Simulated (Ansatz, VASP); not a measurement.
## Os in VASP and in Ansatz

Contents of POSCAR:

```
Os
1.0
    2.7461342300      0.0000000000      0.0000000000
   -1.3730671200      2.3782220100      0.0000000000
    0.0000000000      0.0000000000      4.3263142200
Os
2
Direct
    0.3333333300      0.6666666700      0.2500000000
    0.6666666700      0.3333333300      0.7500000000
```

File INCAR.step1:

```
SYSTEM = Os
ALGO = Normal
EDIFF = 1E-4
ENCUT = 520
GGA = PE
ISMEAR = 0
LASPH = .True.
LCHARG = .False.
LREAL = .False.
LWAVE = .True.
NBANDS = 15
NELM = 100
PREC = Accurate
SIGMA = 0.1
```

The input INCAR.step2:

```
SYSTEM = Os
ALGO = Normal
EDIFF = 1E-6
ENCUT = 520
ISIF = 2
ISMEAR = 0
ISTART = 1
LASPH = .True.
LCHARG = .False.
LMIXTAU = .True.
LREAL = .False.
LWAVE = .False.
METAGGA = R2SCAN
NBANDS = 15
NELM = 100
PREC = Accurate
SIGMA = 0.1
```

The input KPOINTS:

```
k-points
0
Gamma
  9 9 4
  0 0 0
```

Input for Ansatz:

```yaml
crystal:
  lattice:
    - [2.74613423, 0.0, 0.0]
    - [-1.37306712, 2.37822201, 0.0]
    - [0.0, 0.0, 4.32631422]
  atoms:
    - { symbol: Os, position: [0.33333333, 0.66666667, 0.25] }
    - { symbol: Os, position: [0.66666667, 0.33333333, 0.75] }
basis:
  ecutwfc: 500
kpoints:
  mp_grid: { grid: [9, 9, 4] }
hamiltonian:
  xc: r2scan
  pseudopotentials: { kind: paw, azcp: { folder: soft_1 } }
scf:
  occupations: { method: gaussian, width: 0.1 }
output:
  forces: true
  stress: true
  eigenvalues: true
```

Alike in both runs: task single point; functional r2SCAN; k mesh 9 × 9 × 4; occupations gaussian, width 0.1 eV; no spin polarisation.

```csv
,VASP,Ansatz
version,VASP 6.6.1,Ansatz 0.2.0
potentials or method,"VASP PAW PBE potentials, release 64 (Os), cutoff 520 eV","scalar-relativistic, plane waves, PAW"
valence electrons in the cell,16,32
```

```tsv
	VASP	Ansatz	Ansatz less VASP
gap on the k mesh at the Fermi level (eV)	none	none	-
pressure (GPa)	-2.6	-3.2	-0.58
traceless stress, the component that is largest in VASP (GPa)	0.50	0.56	+0.054
```

VASP's potentials were made for PBE, not for r2SCAN. A gap of «none» marks a metal or a gap that the smearing closes. VASP's potentials hold 16 valence electrons a cell and Ansatz's 32, so a difference there can come from the potentials and not from the codes.

The k mesh is coarse, so the values compare programs but aren't converged. Spin-orbit coupling is off throughout.
